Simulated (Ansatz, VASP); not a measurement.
# C: VASP beside Ansatz

```
C
1.0
     2.56578    0.00000    0.00000
    -1.28289    2.22203    0.00000
     0.00000    0.00000    4.27309
C
4
Direct
  0.33333 0.66667 0.99993
  0.66667 0.33333 0.49993
  0.33333 0.66667 0.37507
  0.66667 0.33333 0.87507
```

Change from the starting cell: hydrostatic strain +2.5%.

Alike in both runs: task single point; functional PBE; k mesh 12 × 12 × 6; occupations fermi-dirac, width 0.02 eV; no spin polarisation.

|  | VASP | Ansatz |
| --- | --- | --- |
| version | VASP 6.6.1 | Ansatz 0.2.0 |
| potentials or method | VASP PAW PBE potentials, release 64 (C) | plane waves, PAW |
| plane-wave cutoff (eV) | 520 | 420 |
| valence electrons in the cell | 16 | 16 |

Ansatz gave:

- gap on the k mesh at the Fermi level (eV): 3.61
- pressure (GPa): -24.8
- traceless stress, the component that is largest in VASP (GPa): -0.58
- rms of the force components (eV/Å): 0.004

Q: Which values does VASP return?

A: gap on the k mesh at the Fermi level (eV): 3.59; pressure (GPa): -24.4; traceless stress, the component that is largest in VASP (GPa): -0.65; rms of the force components (eV/Å): 0.007.

Atom by atom the forces differ by 0.003 eV/Å (rms over components).
